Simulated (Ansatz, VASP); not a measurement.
Zn in VASP and in Ansatz

```
Zn
1.0
     2.56144    0.00000    0.00000
    -1.28072    2.21828    0.00000
     0.00000    0.00000    4.77453
Zn
2
Cartesian
  0.0000 1.4789 1.1936
  1.2807 0.7394 3.5809
```

Change from the starting cell: volume scaled by 0.9405, crystal datasets.

Alike in both runs: task electric field gradients; functional PBEsol; k mesh 18 × 18 × 9; occupations fermi-dirac, width 0.03 eV; no spin polarisation.

|  | VASP | Ansatz |
| --- | --- | --- |
| version | VASP 6.6.1 | Ansatz 0.2.0 |
| potentials or method | VASP PAW PBE potentials, release 64 (Zn), cutoff 400 eV | all-electron PAW with datasets made for the crystal, scalar-relativistic |

Ansatz gave:

| Item | Value |
| --- | --- |
| pressure (GPa) | 4.8 |
| traceless stress, the component that is largest in VASP (GPa) | 0.13 |
| size of Vzz on the site where it differs most (V/Å²) | 39.9 |

Problem. Which values does VASP return?

Solution. Pressure (GPa): 4.7; traceless stress, the component that is largest in VASP (GPa): -0.05; size of Vzz on the site where it differs most (V/Å²): 41.4.

VASP's potentials were made for PBE, not for PBEsol. Ansatz ran all-electron here, and VASP with PAW potentials.
